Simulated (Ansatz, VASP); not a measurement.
**Two plane-wave programs on AlNi**

INCAR

```
ALGO = Normal
EDIFF = 1E-7
ENCUT = 520
GGA = PS
ISIF = 2
ISMEAR = 0
LASPH = T
LCHARG = T
LELF = T
LREAL = F
LVHAR = T
LWAVE = F
NBANDS = 14
NELM = 80
PREC = Accurate
SIGMA = 0.15
```

Contents of KPOINTS:

```
k-points
0
Gamma
  16 16 16
```

Contents of POSCAR:

```
AlNi
1.0
    2.6505200000      0.0000000000      0.0000000000
    0.0000000000      2.6505200000      0.0000000000
    0.0000000000      0.0000000000      2.9962400000
Al Ni
1 1
Direct
    0.0000000000      0.0000000000      0.0000000000
    0.5000000000      0.5000000000      0.5000000000
```

Input for Ansatz:

```yaml
crystal:
  lattice:
    - [2.65052, 0.0, 0.0]
    - [0.0, 2.65052, 0.0]
    - [0.0, 0.0, 2.99624]
  atoms:
    - { symbol: Al, position: [0.0, 0.0, 0.0] }
    - { symbol: Ni, position: [0.5, 0.5, 0.5] }
basis:
  ecutwfc: 420
kpoints:
  mp_grid: { grid: [16, 16, 16] }
hamiltonian:
  xc: pbesol
scf:
  occupations: { method: gaussian, width: 0.15 }
output:
  forces: true
  stress: true
  eigenvalues: true
```

Change from the starting cell: strain -0.080 along x and y, +0.040 along z, atoms carried along.

Alike in both runs: task single point; functional PBEsol; k mesh 16 × 16 × 16; occupations gaussian, width 0.15 eV; no spin polarisation.

|  | VASP | Ansatz |
| --- | --- | --- |
| version | VASP 6.6.1 | Ansatz 0.2.0 |
| potentials or method | VASP PAW PBE potentials, release 64 (Al, Ni), cutoff 520 eV | scalar-relativistic, plane waves, PAW |
| valence electrons in the cell | 13 | 21 |

VASP gave:

```
gap on the k mesh at the Fermi level (eV)                     : none
pressure (GPa)                                                : 24.5
traceless stress, the component that is largest in VASP (GPa) : -5.76
```

Q: Estimate Ansatz's values.

A: gap on the k mesh at the Fermi level (eV): none; pressure (GPa): 24.3; traceless stress, the component that is largest in VASP (GPa): -5.58.

VASP's potentials were made for PBE, not for PBEsol. A gap of «none» marks a metal or a gap that the smearing closes. The functional is the same, so the differences come from potentials, cutoffs and numerics. VASP's potentials hold 13 valence electrons a cell and Ansatz's 21, so a difference there can come from the potentials and not from the codes.
